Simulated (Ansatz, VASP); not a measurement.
Given: the input of a run of VASP 6.6.1 on Tc.

INCAR

```
SYSTEM = Tc
PREC = Accurate ; ENCUT = 600
EDIFF = 1E-6 ; ISMEAR = -1
SIGMA = 0.05 ; LREAL = .FALSE.
LASPH = .TRUE. ; NELM = 80
ALGO = Normal ; ISIF = 3
LWAVE = .FALSE. ; LCHARG = .FALSE.
GGA = PS ; IVDW = 12
IBRION = 2 ; NSW = 60
EDIFFG = -0.01
```

Contents of KPOINTS:

```
regular mesh
0
G
  11 11 3
  0 0 0
```

File POSCAR:

```
Tc
1.0
    2.7393552909      0.0000000000      0.0000000000
   -1.3696776454      2.3723512719      0.0000000000
    0.0000000000      0.0000000000      8.7696844400
Tc
4
Direct
    0.6666666667      0.3333333333      0.7500000000
    0.0000000000      0.0000000000      0.5000000000
    0.3333333333      0.6666666667      0.2500000000
    0.0000000000      0.0000000000      0.0000000000
```

Potentials or basis: VASP PAW PBE potentials, release 64 (Tc_pv).

Run with:

```sh
$ cat potpaw_PBE.64/Tc_pv/POTCAR > POTCAR
$ mpirun -np 1 vasp_std > vasp.out
```

Q: Translate it to Ansatz 0.2.0. Potentials there: Ansatz PAW earlier set.

A: As run (the cutoff follows the program's own potentials):

The input input.yaml:

```yaml
crystal:
  lattice:
    - [2.7393552909, 0.0, 0.0]
    - [-1.3696776454, 2.3723512719, 0.0]
    - [0.0, 0.0, 8.76968444]
  atoms:
    - { symbol: Tc, position: [0.6666666667, 0.3333333333, 0.75] }
    - { symbol: Tc, position: [0.0, 0.0, 0.5] }
    - { symbol: Tc, position: [0.3333333333, 0.6666666667, 0.25] }
    - { symbol: Tc, position: [0.0, 0.0, 0.0] }
hamiltonian:
  xc: pbesol
  pseudopotentials: { kind: paw }
  dispersion: d3bj
kpoints:
  mp_grid: { grid: [11, 11, 3] }
scf:
  occupations: { method: fermi_dirac, width: 0.05 }
output:
  forces: true
  stress: true
  eigenvalues: true
relax:
  f_tol: 0.01
  max_steps: 40
  cell: { stress_tol: 0.05 }
```

Potentials or basis: Ansatz PAW earlier set.

Run with:

```bash
$ ansatz run input.yaml --threads 2 --pin off --max-ram 5632MiB --backend cpu --events-out ev --progress --plain --runs-dir out
```

Both were run:

|  | VASP | Ansatz | Ansatz less VASP |
| --- | --- | --- | --- |
| gap on the k mesh at the Fermi level, each at its own relaxed structure (eV) | none | none | - |
| relaxed volume (Å³/atom) | 13.68 | 13.71 | +0.025 |
| relaxed cell length with the largest relative difference (Å) | 8.680 | 8.686 | +0.0058 |

VASP's potentials were made for PBE, not for PBEsol. A gap of «none» marks a metal or a gap that the smearing closes. VASP's potentials hold 52 valence electrons a cell and Ansatz's 60, so a difference there can come from the potentials and not from the codes.

Noted on Ansatz's run: the plane-wave basis is chosen anew once the cell has moved, so the energies of steps on either side of that aren't comparable.
